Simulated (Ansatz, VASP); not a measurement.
AlNi3 in VASP and in Ansatz

```
CELL_PARAMETERS angstrom
0.00000 2.79841 2.79841
2.79841 0.00000 2.79841
2.79841 2.79841 0.00000
ATOMIC_POSITIONS crystal
Al 0.49330 0.50670 0.50670
Ni 0.25000 0.25000 0.25000
Ni 0.00000 0.00000 0.00000
Ni 0.75000 0.75000 0.75000
```

Change from the starting cell: all Al atoms moved +0.037 Å, as atom 1 along Cartesian [1 0 0].

Alike in both runs: task single point; functional PBEsol; k mesh 14 × 14 × 14; occupations gaussian, width 0.15 eV; no spin polarisation.

|  | VASP | Ansatz |
| --- | --- | --- |
| version | VASP 6.6.1 | Ansatz 0.2.0 |
| potentials or method | VASP PAW PBE potentials, release 64 (Al, Ni), cutoff 520 eV | scalar-relativistic, plane waves, PAW |
| valence electrons in the cell | 33 | 57 |

|  | VASP | Ansatz | Ansatz less VASP |
| --- | --- | --- | --- |
| gap on the k mesh at the Fermi level (eV) | none | none | - |
| pressure (GPa) | 0.2 | 0.1 | -0.06 |
| rms of the force components (eV/Å) | 0.118 | 0.117 | -0.0007 |

VASP's potentials were made for PBE, not for PBEsol. Atom by atom the forces differ by 0.001 eV/Å (rms over components). A gap of «none» marks a metal or a gap that the smearing closes. VASP's potentials hold 33 valence electrons a cell and Ansatz's 57, so a difference there can come from the potentials and not from the codes.
